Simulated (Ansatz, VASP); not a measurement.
## Two plane-wave programs on SrCl2

The input INCAR:

```
SYSTEM = SrCl2
PREC = Accurate
ENCUT = 520
EDIFF = 1E-6
ISMEAR = -1
SIGMA = 0.02
LREAL = .False.
LASPH = .True.
NELM = 100
ALGO = Normal
ISIF = 2
LWAVE = .False.
LCHARG = .False.
GGA = PE
NBANDS = 19
```

Contents of KPOINTS:

```
regular mesh
0
Gamma
  6 6 6
  0 0 0
```

File POSCAR:

```
SrCl2
1.0
    0.0466362411      3.5443543264      3.5443543264
    3.5443543264      0.0466362411      3.5443543264
    3.5443543264      3.5443543264      0.0466362411
Sr Cl
1 2
Direct
    0.0000000000      0.0000000000      0.0000000000
    0.2491139490      0.2491139490      0.2491139490
    0.7508860510      0.7508860510      0.7508860510
```

Input for Ansatz:

```yaml
crystal:
  lattice:
    - [0.0466362411, 3.5443543264, 3.5443543264]
    - [3.5443543264, 0.0466362411, 3.5443543264]
    - [3.5443543264, 3.5443543264, 0.0466362411]
  atoms:
    - { symbol: Sr, position: [0.0, 0.0, 0.0] }
    - { symbol: Cl, position: [0.249113949, 0.249113949, 0.249113949] }
    - { symbol: Cl, position: [0.750886051, 0.750886051, 0.750886051] }
kpoints:
  mp_grid: { grid: [6, 6, 6] }
  band_path:
    path:
      - [0.0, 0.0, 0.0]
      - [0.5, 0.0, 0.5]
      - [0.625, 0.25, 0.625]
      - [0.375, 0.375, 0.75]
      - [0.5, 0.5, 0.5]
      - [0.5, 0.25, 0.75]
      - [0.0, 0.5, 0.5]
    npoints: 1
hamiltonian:
  xc: pbe
scf:
  occupations: { method: fermi_dirac, width: 0.02 }
  n_extra_bands: 4
output:
  forces: true
  stress: true
  eigenvalues: true
```

Change from the starting cell: shear_111 strain +2.0%.

Alike in both runs: task single point; functional PBE; k mesh 6 × 6 × 6; occupations fermi-dirac, width 0.02 eV; no spin polarisation.

```csv
,VASP,Ansatz
version,VASP 6.6.1,Ansatz 0.2.0
potentials or method,"VASP PAW PBE potentials, release 64 (Sr_sv, Cl)","plane waves, PAW"
plane-wave cutoff (eV),520,420
valence electrons in the cell,24,24
```

```csv
,VASP,Ansatz,Ansatz less VASP
gap on the k mesh at the Fermi level (eV),5.23,5.24,+0.004
pressure (GPa),0.1,0.0,-0.07
"traceless stress, the component that is largest in VASP (GPa)",-0.11,-0.11,+0.003
```

With one functional, cell and mesh, what is left measures potentials, basis and numerics.
